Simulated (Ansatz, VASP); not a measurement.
# BeTe: VASP beside Ansatz

```
Be Te
1.0
     0.00000    2.80253    2.80253
     2.80253    0.00000    2.80253
     2.80253    2.80253    0.00000
Be Te
1 1
Direct
  0.00000 0.00000 0.00000
  0.25000 0.25000 0.25000
```

Alike in both runs: task single point; functional PBEsol; k mesh 8 × 8 × 8; no spin polarisation.

|  | VASP | Ansatz |
| --- | --- | --- |
| version | VASP 6.6.1 | Ansatz 0.2.0 |
| potentials or method | VASP PAW PBE potentials, release 64 (Be, Te), cutoff 600 eV | scalar-relativistic, plane waves, PAW |
| occupations | gaussian, width 0.01 eV | fixed |
| valence electrons in the cell | 8 | 18 |

|  | VASP | Ansatz | Ansatz less VASP |
| --- | --- | --- | --- |
| gap on the k mesh at the Fermi level (eV) | 1.82 | 1.84 | +0.018 |
| least direct gap on the mesh (eV) | 3.59 | 3.61 | +0.021 |
| pressure (GPa) | 0.2 | 0.0 | -0.26 |

VASP's potentials were made for PBE, not for PBEsol, and Ansatz warns of the same on its side. VASP's potentials hold 8 valence electrons a cell and Ansatz's 18, so a difference there can come from the potentials and not from the codes.

Spin-orbit coupling is off throughout.
